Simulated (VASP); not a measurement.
Set up this calculation in VASP 6.6.1, as the native input.

```yaml
Task: single point
Functional: PBEsol
Potentials_or_basis: VASP PAW PBE potentials, release 64 (Ge_d, Sb, Te)
Cutoff: 520 eV
k_mesh: 8 × 8 × 8
Occupations: gaussian, width 0.1 eV
Spin: no spin polarisation
Dipole_correction: no
Further_INCAR_settings: ALGO = Normal; EDIFF = 1e-07; NBANDS = 33
```

The structure of GeSb2Te4 lies in POSCAR:

```
GeSb2Te4
1.0
   -3.0072357529      3.0072357529      5.9442343522
    3.0072357529     -3.0072357529      5.9442343522
    3.0072357529      3.0072357529     -5.9442343522
Ge Sb Te
1 2 4
Direct
    0.0000000000      0.0000000000      0.0000000000
    0.5000000000      0.5000000000      0.0000000000
    0.2500000000      0.7500000000      0.5000000000
    0.5064895953      0.0064895953      0.5000000000
    0.2452143274      0.2452143274      0.0000000000
    0.9935104047      0.4935104047      0.5000000000
    0.7547856726      0.7547856726      0.0000000000
```

One way to write it, as run:

INCAR

```
ALGO = Normal
EDIFF = 1E-7
ENCUT = 520
GGA = PS
ISIF = 2
ISMEAR = 0
LASPH = True
LCHARG = False
LREAL = False
LWAVE = False
NBANDS = 33
NELM = 100
PREC = Accurate
SIGMA = 0.1
```

KPOINTS

```
k-points
0
Gamma
  8 8 8
```

Potentials or basis: VASP PAW PBE potentials, release 64 (Ge_d, Sb, Te).

Command:

```bash
$ cat potpaw_PBE.64/Ge_d/POTCAR potpaw_PBE.64/Sb/POTCAR potpaw_PBE.64/Te/POTCAR > POTCAR
$ mpirun -np 1 vasp_std > vasp.out
```

It gave:

The pressure is 0.0 GPa and the largest force is 0.006 eV/Å. The band gap on the k mesh is zero (bands 24 and 25 overlap by 0.18 eV).

Caveat: the PAW data sets were made with another functional, which shifts forces and pressure a little; spin-orbit coupling is left out, which moves the levels of the heavy elements.

Wall time 12 min on 1 thread of Intel(R) Xeon(R) Platinum 8375C CPU @ 2.90GHz (Ice Lake), with other jobs on the host, peak memory 0.64 GiB.
